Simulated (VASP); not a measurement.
Here is a VASP 6.6.1 calculation.

The input INCAR:

```
SYSTEM = SiGe7
PREC = Accurate
ENCUT = 600
EDIFF = 1E-6
ISMEAR = 0
SIGMA = 0.2
LREAL = .False.
LASPH = .True.
NELM = 100
ALGO = Normal
ISIF = 3
LWAVE = .False.
LCHARG = .False.
GGA = PE
IBRION = 2
NSW = 36
EDIFFG = -0.08
```

KPOINTS

```
regular mesh
0
Gamma
  4 4 2
  0 0 0
```

The input POSCAR:

```
SiGe7
1.0
    3.9800000000      0.0000000000      0.0000000000
    0.0000000000      3.9800000000      0.0000000000
    0.0000000000      0.0000000000     11.2600000000
Si Ge
1 7
Direct
    0.0000000000      0.0000000000      0.0000000000
    0.0000000000      0.5000000000      0.8750000000
    0.5000000000      0.5000000000      0.7500000000
    0.5000000000      0.0000000000      0.6250000000
    0.0000000000      0.0000000000      0.5000000000
    0.5000000000      0.0000000000      0.1250000000
    0.5000000000      0.5000000000      0.2500000000
    0.0000000000      0.5000000000      0.3750000000
```

Potentials or basis: VASP PAW PBE potentials, release 64 (Si, Ge_d).

Run with:

```console
$ cat potpaw_PBE.64/Si/POTCAR potpaw_PBE.64/Ge_d/POTCAR > POTCAR
$ mpirun -np 1 vasp_std > vasp.out
```

Task: What does it give for the space group after relaxing (to 0.05 Å)?

Result: P-4m2 (No. 115).

Task: What does it give for the band gap on the k mesh?

Result: 0.13 eV, indirect (the least direct gap lies 3.8 meV higher).

Stress tensor (GPa, compression positive):
```
-0.06  0.00  0.00
 0.00 -0.06  0.00
 0.00  0.00  0.09
```

 A k mesh can miss the band edges.
